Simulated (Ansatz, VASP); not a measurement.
# One calculation of SnO, two programs

File INCAR:

```
SYSTEM = SnO
  ALGO = Normal
  EDIFF = 1E-7
  ENCUT = 520
  GGA = PS
  ISIF = 2
  ISMEAR = 0
  LASPH = .TRUE.
  LCHARG = .FALSE.
  LREAL = .FALSE.
  LWAVE = .FALSE.
  NBANDS = 28
  NELM = 100
  PREC = Accurate
  SIGMA = 0.05
```

The input KPOINTS:

```
k-points
0
G
  8 6 6
  0 0 0
```

Contents of POSCAR:

```
SnO
1.0
    3.2711298750      0.0000000000      0.0000000000
    0.0000000000      5.6741040000      0.0000000000
    0.0000000000      0.0000000000      4.2219700000
Sn O
2 2
Direct
    0.0000000000      0.2319090000      0.5131440000
    0.5000000000      0.7680910000      0.0131440000
    0.0000000000      0.8912500000      0.7368570000
    0.5000000000      0.1087500000      0.2368570000
```

Input for Ansatz:

```yaml
crystal:
  lattice:
    - [3.271129875, 0.0, 0.0]
    - [0.0, 5.674104, 0.0]
    - [0.0, 0.0, 4.22197]
  atoms:
    - { symbol: Sn, position: [0.0, 0.231909, 0.513144] }
    - { symbol: Sn, position: [0.5, 0.768091, 0.013144] }
    - { symbol: O, position: [0.0, 0.89125, 0.736857] }
    - { symbol: O, position: [0.5, 0.10875, 0.236857] }
basis:
  ecutwfc: 420
kpoints:
  mp_grid: { grid: [8, 6, 6] }
hamiltonian:
  xc: pbesol
scf:
  occupations: { method: gaussian, width: 0.05 }
output:
  forces: true
  stress: true
  eigenvalues: true
```

Change from the starting cell: strain -0.0250 x Voigt [1, 0, 0, 0, 0, 0], atoms carried along.

Alike in both runs: task single point; functional PBEsol; k mesh 8 × 6 × 6; occupations gaussian, width 0.05 eV; no spin polarisation.

|  | VASP | Ansatz |
| --- | --- | --- |
| version | VASP 6.6.1 | Ansatz 0.2.0 |
| potentials or method | VASP PAW PBE potentials, release 64 (Sn_d, O), cutoff 520 eV | scalar-relativistic, plane waves, PAW |
| valence electrons in the cell | 40 | 40 |

|  | VASP | Ansatz | Ansatz less VASP |
| --- | --- | --- | --- |
| gap on the k mesh at the Fermi level (eV) | 1.37 | 1.38 | +0.011 |
| least direct gap on the mesh (eV) | 1.92 | 1.93 | +0.011 |
| pressure (GPa) | -0.7 | -0.9 | -0.22 |
| traceless stress, the component that is largest in VASP (GPa) | 1.09 | 1.06 | -0.037 |
| rms of the force components (eV/Å) | 0.096 | 0.100 | +0.0040 |

VASP's potentials were made for PBE, not for PBEsol. Atom by atom the forces differ by 0.036 eV/Å (rms over components).
